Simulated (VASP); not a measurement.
# Si (Pm-3m) in VASP: notebook

Runs on Si. Level: LDA. Tasks: single point, relaxation of cell and atoms.

Everything below comes from runs of VASP 6.6.1. Logs are shortened: lines on timing, memory, paths and dates and some standing lists are left out, and cuts for length are marked.

## 1. The cell of the first run

The structure is cubic, space group Pm-3m (No. 221). The conventional cell has a = 2.505 Å, b = 2.505 Å, c = 2.505 Å, α = 90.00°, β = 90.00°, γ = 90.00°. Si (site symmetry m-3m) has 6 Si at 2.51 Å within 3.3 Å.

## 2. Single point, LDA

The input, INCAR:

```
SYSTEM = Si
PREC = Accurate
ENCUT = 500
EDIFF = 1E-6
ISMEAR = 1
SIGMA = 0.02
LREAL = .False.
LASPH = .True.
NELM = 120
ALGO = Normal
ISIF = 2
LWAVE = .False.
LCHARG = .True.
GGA = CA
LELF = .True.
LVHAR = .True.
NBANDS = 8
GGA_COMPAT = .False.
```

The input, KPOINTS:

```
Automatic mesh
0
Gamma
  10 10 10
  0 0 0
```

The input, POSCAR:

```
Si
1.0
    2.5050446317      0.0000000000      0.0000000000
    0.0000000000      2.5050446317      0.0000000000
    0.0000000000      0.0000000000      2.5050446317
Si
1
Direct
    0.0000000000      0.0000000000      0.0000000000
```

Potentials or basis: VASP PAW LDA potentials, release 64 (Si).

Started as:

```bash
$ cat potpaw_LDA.64/Si/POTCAR > POTCAR
$ mpirun -np 1 vasp_std > vasp.out
```

OUTCAR:

```text
SYSTEM = Si
   PREC = Accurate
   ENCUT = 500
   EDIFF = 1E-6
   ISMEAR = 1
   LREAL = .False.
   LASPH = .True.
   NELM = 120
   ISIF = 2
   GGA = CA

 ion  position               nearest neighbor table
   1  0.000  0.000  0.000-

  LATTYP: Found a simple cubic cell.
 ALAT       =     2.5050446317

  Lattice vectors:

 A1 = (   2.5050446317,   0.0000000000,   0.0000000000)
 A2 = (   0.0000000000,   2.5050446317,   0.0000000000)
 A3 = (   0.0000000000,   0.0000000000,   2.5050446317)

Analysis of symmetry for initial positions (statically):
=====================================================================
 Subroutine PRICEL returns:
 Original cell was already a primitive cell.

 Routine SETGRP: Setting up the symmetry group for a
 simple cubic supercell.

 Subroutine GETGRP returns: Found 48 space group operations
 (whereof 48 operations were pure point group operations)
 out of a pool of 48 trial point group operations.

The static configuration has the point symmetry O_h .

Analysis of symmetry for dynamics (positions and initial velocities):
=====================================================================
 Subroutine PRICEL returns:
 Original cell was already a primitive cell.

 Routine SETGRP: Setting up the symmetry group for a
 simple cubic supercell.

 Subroutine GETGRP returns: Found 48 space group operations
 (whereof 48 operations were pure point group operations)
 out of a pool of 48 trial point group operations.

The dynamic configuration has the point symmetry O_h .

 Subroutine INISYM returns: Found 48 space group operations
 (whereof 48 operations are pure point group operations),
 and found     1 'primitive' translations

----------------------------------------------------------------------------------------

                                     Primitive cell

  volume of cell :      15.7198

  direct lattice vectors                    reciprocal lattice vectors
     2.505044632  0.000000000  0.000000000     0.399194484  0.000000000  0.000000000
     0.000000000  2.505044632  0.000000000     0.000000000  0.399194484  0.000000000
     0.000000000  0.000000000  2.505044632     0.000000000  0.000000000  0.399194484

  length of vectors
     2.505044632  2.505044632  2.505044632     0.399194484  0.399194484  0.399194484

  position of ions in fractional coordinates (direct lattice)
     0.000000000  0.000000000  0.000000000

  ion indices of the primitive-cell ions
   primitive index   ion index
                 1           1

----------------------------------------------------------------------------------------

 KPOINTS: Automatic mesh

Automatic generation of k-mesh.
 Grid dimensions read from file:
 generate k-points for:   10   10   10

 Generating k-lattice:

  Cartesian coordinates                     Fractional coordinates (reciprocal lattice)
     0.039919448  0.000000000  0.000000000     0.100000000  0.000000000  0.000000000
     0.000000000  0.039919448  0.000000000     0.000000000  0.100000000  0.000000000
     0.000000000  0.000000000  0.039919448     0.000000000  0.000000000  0.100000000

  Length of vectors
     0.039919448  0.039919448  0.039919448

  Shift w.r.t. Gamma in fractional coordinates (k-lattice)
     0.000000000  0.000000000  0.000000000

 Subroutine IBZKPT returns following result:
 ===========================================

 Found     56 irreducible k-points:

 Following reciprocal coordinates:
            Coordinates               Weight
  0.000000  0.000000  0.000000      1.000000
  0.100000  0.000000  0.000000      6.000000
  0.200000  0.000000  0.000000      6.000000
  0.300000  0.000000  0.000000      6.000000
  0.400000  0.000000  0.000000      6.000000
  0.500000  0.000000  0.000000      3.000000
[... 16 lines left out ...]
  0.200000  0.100000  0.100000     24.000000
  0.300000  0.100000  0.100000     24.000000
 [... further k-points ...]
   k-points           NKPTS =     56   k-points in BZ     NKDIM =     56   number of bands    NBANDS=      8
   number of dos      NEDOS =    301   number of ions     NIONS =      1
   total plane-waves  NPLWV =   5832
   dimension x,y,z NGX =    18 NGY =   18 NGZ =   18
   dimension x,y,z NGXF=    36 NGYF=   36 NGZF=   36
   ions per type =               1
   NGX,Y,Z   is equivalent  to a cutoff of  11.95, 11.95, 11.95 a.u.
   NGXF,Y,Z  is equivalent  to a cutoff of  23.89, 23.89, 23.89 a.u.
 SYSTEM =  Si
   PREC   = accura    normal or accurate (medium, high low for compatibility)
   ISTART =      0    job   : 0-new  1-cont  2-samecut
   ICHARG =      2    charge: 1-file 2-atom 10-const
   ISPIN  =      1    spin polarized calculation?
   LNONCOLLINEAR =      F non collinear calculations
   LSORBIT =      F    spin-orbit coupling
   LASPH  =      T    aspherical Exc in radial PAW
   ENCUT  =  500.0 eV  36.75 Ry    6.06 a.u.   4.57  4.57  4.57*2*pi/ulx,y,z
   NELM   =    120;   NELMIN=  2; NELMDL= -5     # of ELM steps
   EDIFF  = 0.1E-05   stopping-criterion for ELM
   LREAL  =      F    real-space projection
   EDIFFG = 0.1E-04   stopping-criterion for IOM
   NSW    =      0    number of steps for IOM
   IBRION =     -1    ionic relax: 0-MD 1-quasi-New 2-CG
   NFREE  =      0    steps in history (QN), initial steepest desc. (CG)
   ISIF   =      2    stress and relaxation
   ISYM   =      2    0-nonsym 1-usesym 2-fastsym
   POTIM  = 0.5000    time-step for ionic-motion
   TEBEG  =    0.0;   TEEND  =   0.0 temperature during run
   PSTRESS=    0.0 pullay stress
   NELECT =       4.0000    total number of electrons
   NUPDOWN=      -1.0000    fix difference up-down
   EMIN   =  10.00;   EMAX   =-10.00  energy-range for DOS
   EFERMI =   0.00;   METHOD = LEGACY
   ISMEAR =     1;   SIGMA  =   0.02  broadening in eV -4-tet -1-fermi 0-gaus
   EFERMI_NEDOS =   21; number of points for ismear=-14 and -15
   IALGO  =     38    algorithm
   IMIX   =      4    mixing-type and parameters
     AMIX     =   0.40;   BMIX     =  1.00
     AMIX_MAG =   1.60;   BMIX_MAG =  1.00
  volume/ion in A,a.u.               =      15.72       106.08
  Fermi-wavevector in a.u.,A,eV,Ry     =   1.037399  1.960401 14.642558  1.076198
  Thomas-Fermi vector in A             =   2.171835
   LORBIT       =      0    0 simple, 1 ext, 2 COOP (PROOUT), +10 PAW based schemes
   GGA     = CA    functional components
   LHFCALC =     F    Hartree Fock is set to
   AEXX    =    0.0000 exact exchange contribution
   IVDW    =     0    specifies the selected vdW correction
   LEPSILON=     F    determine dielectric tensor
   LRPA    =     F    only Hartree local field effects (RPA)
 non-spin polarized calculation
 Methfessel and Paxton  Order N= 1 SIGMA  =   0.02
  energy-cutoff  :      500.00
  volume of cell :       15.72
 maximum number of plane-waves:       432
   NGX =  9   NGY =  9   NGZ =  9

 number of electron       3.9999999 magnetization

 Free energy of the ion-electron system (eV)
  ---------------------------------------------------
  ext. energy  EPLUGINS =         0.00000000
  ---------------------------------------------------
  free energy    TOTEN  =        -5.71583272 eV

  energy without entropy =       -5.71582108  energy(sigma->0) =       -5.71582884

 E-fermi :   8.5034     XC(G=0): -10.8256

 val. band max:        8.5008712645   @ k =   0.5000   0.5000   0.4000
 cond. band min:       8.9123183281   @ k =   0.4000   0.4000   0.4000
 fundamental gap:      0.4114470636
 Fermi energy:         8.5034318775

 k-point     1 :       0.0000    0.0000    0.0000
  band No.  band energies     occupation
      1      -4.8098      2.00000
      2      16.0789      0.00000
      3      16.0789      0.00000
      4      16.3988      0.00000
      5      16.3988      0.00000
      6      16.3988      0.00000
      7      24.5099      0.00000
      8      33.4917      0.00000

 k-point     2 :       0.1000    0.0000    0.0000
  band No.  band energies     occupation
      1      -4.5837      2.00000
      2      12.7501      0.00000
      3      16.2604      0.00000
      4      16.5846      0.00000
      5      16.5846      0.00000
      6      19.3645      0.00000
      7      25.3463      0.00000
      8      32.0263      0.00000

 k-point     3 :       0.2000    0.0000    0.0000
  band No.  band energies     occupation
      1      -3.9094      2.00000
      2       9.3577      0.00000
      3      16.7825      0.00000
      4      17.1362      0.00000
      5      17.1362      0.00000
      6      21.5855      0.00000
      7      27.7806      0.00000
      8      29.3098      0.00000

 k-point     4 :       0.3000    0.0000    0.0000
  band No.  band energies     occupation
      1      -2.8024      2.00000
      2       6.2459      2.00000
      3      17.5579      0.00000
      4      18.0254      0.00000
      5      18.0254      0.00000
      6      23.2638      0.00000
      7      26.6229      0.00000
      8      26.6229      0.00000

 k-point     5 :       0.4000    0.0000    0.0000
  band No.  band energies     occupation
      1      -1.3206      2.00000
      2       3.5425      2.00000
      3      18.3604      0.00000
      4      19.1352      0.00000
      5      19.1352      0.00000
      6      24.3829      0.00000
      7      24.3829      0.00000
      8      24.8706      0.00000
[... 177 lines left out ...]
 k-point    22 :       0.1000    0.1000    0.1000
  band No.  band energies     occupation
      1      -4.1321      2.00000
      2      12.6302      0.00000
      3      12.6302      0.00000
      4      15.1597      0.00000
      5      20.9914      0.00000
      6      20.9914      0.00000
      7      26.3350      0.00000
      8      30.1675      0.00000

 k-point    23 :       0.2000    0.1000    0.1000
  band No.  band energies     occupation
      1      -3.4590      2.00000
      2       9.6754      0.00000
      3      13.1884      0.00000
      4      15.3519      0.00000
      5      21.4731      0.00000
      6      23.6253      0.00000
      7      26.9562      0.00000
      8      27.1288      0.00000

 k-point    24 :       0.3000    0.1000    0.1000
  band No.  band energies     occupation
      1      -2.3539      2.00000
      2       6.6379      2.00000
      3      14.0613      0.00000
      4      16.2782      0.00000
      5      22.1123      0.00000
      6      23.8676      0.00000
      7      24.4071      0.00000
      8      26.5868      0.00000

 [... further k-points ...]

------------------------ aborting loop because EDIFF is reached ----------------------------------------

  FORCE on cell =-STRESS in cart. coord.  units (eV):
  Direction    XX          YY          ZZ          XY          YZ          ZX
  --------------------------------------------------------------------------------------
  -------------------------------------------------------------------------------------
  Total        0.0066315      0.0066315      0.0066315     -0.0000000     -0.0000000     -0.0000000
  in kB        0.6758910      0.6758910      0.6758910     -0.0000000     -0.0000000     -0.0000000
  external PRESSURE =       0.6758910 kB  Pullay stress =       0.0000000 kB

 VOLUME and BASIS-vectors are now :
 -----------------------------------------------------------------------------
  energy-cutoff  :      500.00
  volume of cell :       15.72
      direct lattice vectors                 reciprocal lattice vectors
     2.505044632  0.000000000  0.000000000     0.399194484  0.000000000  0.000000000
     0.000000000  2.505044632  0.000000000     0.000000000  0.399194484  0.000000000
     0.000000000  0.000000000  2.505044632     0.000000000  0.000000000  0.399194484

 POSITION                                       TOTAL-FORCE (eV/Angst)
 -----------------------------------------------------------------------------------
      0.00000      0.00000      0.00000         0.000000      0.000000      0.000000
 -----------------------------------------------------------------------------------
    total drift:                               -0.000000     -0.000000     -0.000000

  FREE ENERGIE OF THE ION-ELECTRON SYSTEM (eV)
  ---------------------------------------------------
  free  energy   TOTEN  =        -5.7158327150 eV

  energy  without entropy=       -5.7158210788  energy(sigma->0) =       -5.71582884
```

Wall time 9.8 s (1 thread of AMD EPYC 7R13, shared host); peak memory 0.08 GiB.

Results:

* Free energy: -5.7158 eV
* Pressure: 0.1 GPa
* Band gap on the k mesh: zero (band 2 reaches 16.08 eV, above the bottom of band 3 at 5.66 eV)

Levels at points of the mesh, in eV from the Fermi level:
| k point | band 1 | band 2 | band 3 | band 4 | band 5 | band 6 |
| --- | --- | --- | --- | --- | --- | --- |
| (0.00, 0.00, 0.00) | -13.31 | 7.58 | 7.58 | 7.90 | 7.90 | 7.90 |
| (0.50, 0.00, 0.00) | -8.59 | -6.60 | 10.23 | 11.34 | 11.34 | 14.79 |
| (0.50, 0.50, 0.00) | -3.34 | -2.85 | -2.85 | 1.47 | 14.66 | 17.44 |
| (0.50, 0.50, 0.50) | 0.66 | 0.66 | 0.66 | 3.90 | 5.21 | 5.21 |

[end of part 1 of 2]
